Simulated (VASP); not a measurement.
# Hg (Fm-3m) in VASP: single point with PBE+D3(BJ)

Aim: the single point of Hg with PBE+D3(BJ).

Program: VASP 6.6.1. These are calculated values, not measurements. Logs are shortened: lines on timing, memory, paths and dates and some standing lists are left out, and cuts for length are marked.

**1. The cell of the first run**

Symmetry: Fm-3m, No. 225, cubic system. Conventional cell: a = 4.968 Å, b = 4.968 Å, c = 4.968 Å, α = 90.00°, β = 90.00°, γ = 90.00°. Within 4.6 Å of Hg (site symmetry m-3m) lie 12 Hg at 3.51 Å.

**2. Single point, PBE+D3(BJ)**

Contents of INCAR:

```
ALGO = Normal
EDIFF = 1E-6
ENCUT = 500
GGA = PE
GGA_COMPAT = False
ISIF = 2
ISMEAR = 1
IVDW = 12
LASPH = True
LCHARG = False
LREAL = False
LWAVE = False
NBANDS = 12
NELM = 120
PREC = Accurate
SIGMA = 0.1
```

Contents of KPOINTS:

```
k-points
0
Gamma
  8 8 8
```

Contents of POSCAR:

```
Hg
1.0
    0.0000000000      2.4839971467      2.4839971467
    2.4839971467      0.0000000000      2.4839971467
    2.4839971467      2.4839971467      0.0000000000
Hg
1
Direct
    0.0000000000      0.0000000000      0.0000000000
```

Potentials or basis: VASP PAW PBE potentials, release 64 (Hg).

Command:

```console
> cat potpaw_PBE.64/Hg/POTCAR > POTCAR
> mpirun -np 1 vasp_std > vasp.out
```

OUTCAR:

```text
EDIFF = 1E-6
   ENCUT = 500
   GGA = PE
   ISIF = 2
   ISMEAR = 1
   IVDW = 12
   LASPH = True
   LREAL = False
   NELM = 120
   PREC = Accurate
 IVDW          = 12

 ion  position               nearest neighbor table
   1  0.000  0.000  0.000-

  LATTYP: Found a face centered cubic cell.
 ALAT       =     4.9679942934

  Lattice vectors:

 A1 = (   0.0000000000,   2.4839971467,   2.4839971467)
 A2 = (   2.4839971467,   0.0000000000,   2.4839971467)
 A3 = (   2.4839971467,   2.4839971467,   0.0000000000)

Analysis of symmetry for initial positions (statically):
=====================================================================
 Subroutine PRICEL returns:
 Original cell was already a primitive cell.

 Routine SETGRP: Setting up the symmetry group for a
 face centered cubic supercell.

 Subroutine GETGRP returns: Found 48 space group operations
 (whereof 48 operations were pure point group operations)
 out of a pool of 48 trial point group operations.

The static configuration has the point symmetry O_h .

Analysis of symmetry for dynamics (positions and initial velocities):
=====================================================================
 Subroutine PRICEL returns:
 Original cell was already a primitive cell.

 Routine SETGRP: Setting up the symmetry group for a
 face centered cubic supercell.

 Subroutine GETGRP returns: Found 48 space group operations
 (whereof 48 operations were pure point group operations)
 out of a pool of 48 trial point group operations.

The dynamic configuration has the point symmetry O_h .

 Subroutine INISYM returns: Found 48 space group operations
 (whereof 48 operations are pure point group operations),
 and found     1 'primitive' translations

----------------------------------------------------------------------------------------

                                     Primitive cell

  volume of cell :      30.6537

  direct lattice vectors                    reciprocal lattice vectors
     0.000000000  2.483997147  2.483997147    -0.201288476  0.201288476  0.201288476
     2.483997147  0.000000000  2.483997147     0.201288476 -0.201288476  0.201288476
     2.483997147  2.483997147  0.000000000     0.201288476  0.201288476 -0.201288476

  length of vectors
     3.512902454  3.512902454  3.512902454     0.348641867  0.348641867  0.348641867

  position of ions in fractional coordinates (direct lattice)
     0.000000000  0.000000000  0.000000000

  ion indices of the primitive-cell ions
   primitive index   ion index
                 1           1

----------------------------------------------------------------------------------------

 KPOINTS: k-points

Automatic generation of k-mesh.
 Grid dimensions read from file:
 generate k-points for:    8    8    8

 Generating k-lattice:

  Cartesian coordinates                     Fractional coordinates (reciprocal lattice)
    -0.025161059  0.025161059  0.025161059     0.125000000  0.000000000  0.000000000
     0.025161059 -0.025161059  0.025161059     0.000000000  0.125000000  0.000000000
     0.025161059  0.025161059 -0.025161059     0.000000000  0.000000000  0.125000000

  Length of vectors
     0.043580233  0.043580233  0.043580233

  Shift w.r.t. Gamma in fractional coordinates (k-lattice)
     0.000000000  0.000000000  0.000000000

 Subroutine IBZKPT returns following result:
 ===========================================

 Found     29 irreducible k-points:

 Following reciprocal coordinates:
            Coordinates               Weight
  0.000000  0.000000  0.000000      1.000000
  0.125000  0.000000  0.000000      8.000000
  0.250000  0.000000  0.000000      8.000000
  0.375000  0.000000  0.000000      8.000000
  0.500000  0.000000  0.000000      4.000000
  0.125000  0.125000  0.000000      6.000000
[... 16 lines left out ...]
  0.500000  0.250000  0.125000     48.000000
 -0.375000  0.250000  0.125000     24.000000
 [... further k-points ...]
   k-points           NKPTS =     29   k-points in BZ     NKDIM =     29   number of bands    NBANDS=     12
   number of dos      NEDOS =    301   number of ions     NIONS =      1
   total plane-waves  NPLWV =  21952
   dimension x,y,z NGX =    28 NGY =   28 NGZ =   28
   dimension x,y,z NGXF=    56 NGYF=   56 NGZF=   56
   ions per type =               1
   NGX,Y,Z   is equivalent  to a cutoff of  13.25, 13.25, 13.25 a.u.
   NGXF,Y,Z  is equivalent  to a cutoff of  26.50, 26.50, 26.50 a.u.
 SYSTEM =  unknown system
   PREC   = accura    normal or accurate (medium, high low for compatibility)
   ISTART =      0    job   : 0-new  1-cont  2-samecut
   ICHARG =      2    charge: 1-file 2-atom 10-const
   ISPIN  =      1    spin polarized calculation?
   LNONCOLLINEAR =      F non collinear calculations
   LSORBIT =      F    spin-orbit coupling
   LASPH  =      T    aspherical Exc in radial PAW
   ENCUT  =  500.0 eV  36.75 Ry    6.06 a.u.   6.40  6.40  6.40*2*pi/ulx,y,z
   NELM   =    120;   NELMIN=  2; NELMDL= -5     # of ELM steps
   EDIFF  = 0.1E-05   stopping-criterion for ELM
   LREAL  =      F    real-space projection
   EDIFFG = 0.1E-04   stopping-criterion for IOM
   NSW    =      0    number of steps for IOM
   IBRION =     -1    ionic relax: 0-MD 1-quasi-New 2-CG
   NFREE  =      0    steps in history (QN), initial steepest desc. (CG)
   ISIF   =      2    stress and relaxation
   ISYM   =      2    0-nonsym 1-usesym 2-fastsym
   POTIM  = 0.5000    time-step for ionic-motion
   TEBEG  =    0.0;   TEEND  =   0.0 temperature during run
   PSTRESS=    0.0 pullay stress
   NELECT =      12.0000    total number of electrons
   NUPDOWN=      -1.0000    fix difference up-down
   EMIN   =  10.00;   EMAX   =-10.00  energy-range for DOS
   EFERMI =   0.00;   METHOD = LEGACY
   ISMEAR =     1;   SIGMA  =   0.10  broadening in eV -4-tet -1-fermi 0-gaus
   EFERMI_NEDOS =   21; number of points for ismear=-14 and -15
   IALGO  =     38    algorithm
   IMIX   =      4    mixing-type and parameters
     AMIX     =   0.40;   BMIX     =  1.00
     AMIX_MAG =   1.60;   BMIX_MAG =  1.00
  volume/ion in A,a.u.               =      30.65       206.86
  Fermi-wavevector in a.u.,A,eV,Ry     =   1.197588  2.263113 19.513712  1.434217
  Thomas-Fermi vector in A             =   2.333499
   LORBIT       =      0    0 simple, 1 ext, 2 COOP (PROOUT), +10 PAW based schemes
   GGA     = PE    functional components
   LHFCALC =     F    Hartree Fock is set to
   AEXX    =    0.0000 exact exchange contribution
   IVDW    =    12    specifies the selected vdW correction
   LEPSILON=     F    determine dielectric tensor
   LRPA    =     F    only Hartree local field effects (RPA)
 non-spin polarized calculation
 Methfessel and Paxton  Order N= 1 SIGMA  =   0.10
  energy-cutoff  :      500.00
  volume of cell :       30.65
 maximum number of plane-waves:       791
 NGX is ok and might be reduce to    28
   NGX = 13   NGY = 13   NGZ = 13

 number of electron      11.9999998 magnetization

 Free energy of the ion-electron system (eV)
  ---------------------------------------------------
  ext. energy  EPLUGINS =         0.00000000
  ---------------------------------------------------
  free energy    TOTEN  =        -0.17223066 eV

  energy without entropy =       -0.17164745  energy(sigma->0) =       -0.17203626

 E-fermi :   0.5175     XC(G=0):  -9.4498

 val. band max:        0.4896637899   @ k =   0.5000   0.5000   0.0000
 cond. band min:       1.2295058611   @ k =   0.5000   0.1250   0.0000
 fundamental gap:      0.7398420713
 Fermi energy:         0.5174964407

 k-point     1 :       0.0000    0.0000    0.0000
  band No.  band energies     occupation
      1      -6.1947      2.00000
      2      -5.3547      2.00000
      3      -5.3547      2.00000
      4      -5.3547      2.00000
      5      -4.9912      2.00000
      6      -4.9912      2.00000
      7      13.3762      0.00000
      8      13.3762      0.00000
      9      13.3762      0.00000
     10      13.9196      0.00000
     11      17.0938      0.00000
     12      18.0098      0.00000

 k-point     2 :       0.1250    0.0000    0.0000
  band No.  band energies     occupation
      1      -5.9018      2.00000
      2      -5.3466      2.00000
      3      -5.3079      2.00000
      4      -5.3079      2.00000
      5      -4.9971      2.00000
      6      -4.9971      2.00000
      7      10.4470      0.00000
      8      13.0598      0.00000
      9      13.0598      0.00000
     10      13.8805      0.00000
     11      17.3491      0.00000
     12      18.4860      0.00000

 k-point     3 :       0.2500    0.0000    0.0000
  band No.  band energies     occupation
      1      -5.6983      2.00000
      2      -5.2747      2.00000
      3      -5.2747      2.00000
      4      -4.9234      2.00000
      5      -4.9234      2.00000
      6      -4.6169      2.00000
      7       6.4426      0.00000
      8      12.3547      0.00000
      9      12.3547      0.00000
     10      13.7460      0.00000
     11      16.4148      0.00000
     12      17.4484      0.00000

 k-point     4 :       0.3750    0.0000    0.0000
  band No.  band energies     occupation
      1      -5.7997      2.00000
      2      -5.3227      2.00000
      3      -5.3227      2.00000
      4      -4.7565      2.00000
      5      -4.7565      2.00000
      6      -2.9046      2.00000
      7       2.8425      0.00000
      8      11.6717      0.00000
      9      11.6717      0.00000
     10      13.4142      0.00000
     11      15.8325      0.00000
     12      16.6766      0.00000

 k-point     5 :       0.5000    0.0000    0.0000
  band No.  band energies     occupation
      1      -5.8497      2.00000
      2      -5.3508      2.00000
      3      -5.3508      2.00000
      4      -4.6755      2.00000
      5      -4.6755      2.00000
      6      -1.0839      2.00000
      7       0.3894      2.07001
      8      11.3891      0.00000
      9      11.3891      0.00000
     10      13.2329      0.00000
     11      15.6962      0.00000
     12      16.4354      0.00000
[... 228 lines left out ...]
      1      -5.8519      2.00000
      2      -5.8198      2.00000
      3      -4.6980      2.00000
      4      -4.5924      2.00000
      5      -4.5924      2.00000
      6       0.4897      1.45146
      7       1.4795     -0.00000
      8       7.2353      0.00000
      9       7.2353      0.00000
     10      10.6941      0.00000
     11      12.1874      0.00000
     12      23.6511      0.00000

 k-point    22 :       0.3750    0.2500    0.1250
  band No.  band energies     occupation
      1      -5.5246      2.00000
      2      -5.3429      2.00000
      3      -5.2748      2.00000
      4      -5.0130      2.00000
      5      -4.8791      2.00000
      6      -3.6869      2.00000
      7       6.4707      0.00000
      8       7.9413      0.00000
      9      10.8144      0.00000
     10      13.9712      0.00000
     11      14.7058      0.00000
     12      17.9676      0.00000

 k-point    23 :       0.5000    0.2500    0.1250
  band No.  band energies     occupation
      1      -5.5573      2.00000
      2      -5.3928      2.00000
      3      -5.1935      2.00000
      4      -4.9992      2.00000
      5      -4.7583      2.00000
      6      -2.0907      2.00000
      7       3.6007      0.00000
      8       7.1069      0.00000
      9       9.3618      0.00000
     10      13.8166      0.00000
     11      16.4661      0.00000
     12      17.8022      0.00000

 k-point    24 :      -0.3750    0.2500    0.1250
  band No.  band energies     occupation
      1      -5.5748      2.00000
      2      -5.4445      2.00000
      3      -5.1005      2.00000
      4      -5.0239      2.00000
      5      -4.6982      2.00000
      6      -0.6404      2.00000
      7       1.5922     -0.00000
      8       7.0795      0.00000
      9       8.6883      0.00000
     10      13.6679      0.00000
     11      16.4735      0.00000
     12      20.4271      0.00000

 [... further k-points ...]

------------------------ aborting loop because EDIFF is reached ----------------------------------------

 Edisp (eV)   -0.34265

 E8    (eV) :    -0.1563

  FORCE on cell =-STRESS in cart. coord.  units (eV):
  Direction    XX          YY          ZZ          XY          YZ          ZX
  --------------------------------------------------------------------------------------
  -------------------------------------------------------------------------------------
  Total      -0.31697    -0.31697    -0.31697    -0.00000    -0.00000     0.00000
  in kB     -16.56712   -16.56712   -16.56712    -0.00000    -0.00000     0.00000
  external pressure =      -16.57 kB  Pullay stress =        0.00 kB

 VOLUME and BASIS-vectors are now :
 -----------------------------------------------------------------------------
  energy-cutoff  :      500.00
  volume of cell :       30.65
      direct lattice vectors                 reciprocal lattice vectors
     0.000000000  2.483997147  2.483997147    -0.201288476  0.201288476  0.201288476
     2.483997147  0.000000000  2.483997147     0.201288476 -0.201288476  0.201288476
     2.483997147  2.483997147  0.000000000     0.201288476  0.201288476 -0.201288476

 POSITION                                       TOTAL-FORCE (eV/Angst)
 -----------------------------------------------------------------------------------
      0.00000      0.00000      0.00000         0.000000      0.000000      0.000000
 -----------------------------------------------------------------------------------
    total drift:                               -0.000000     -0.000000     -0.000000

  FREE ENERGIE OF THE ION-ELECTRON SYSTEM (eV)
  ---------------------------------------------------
  free  energy   TOTEN  =        -0.5148853032 eV

  energy  without entropy=       -0.5143020937  energy(sigma->0) =       -0.51469090
```

Wall time 9.6 s (1 thread of Intel Xeon Platinum 8259CL at 2.50GHz (Skylake/Cascade Lake), shared host); peak memory 0.16 GiB.

Results:

```yaml
Free_energy: -0.5149 eV
Pressure: -1.7 GPa
Band_gap_on_the_k_mesh: zero (band 6 reaches 0.49 eV, above the bottom of band 7 at 0.39 eV)
Dispersion_energy_per_atom: -0.343 eV
```

Caveat: three body term missing; spin-orbit coupling is left out, which moves the levels of the heavy elements; pairwise dispersion overbinds metals, which lowers pressure and volume.
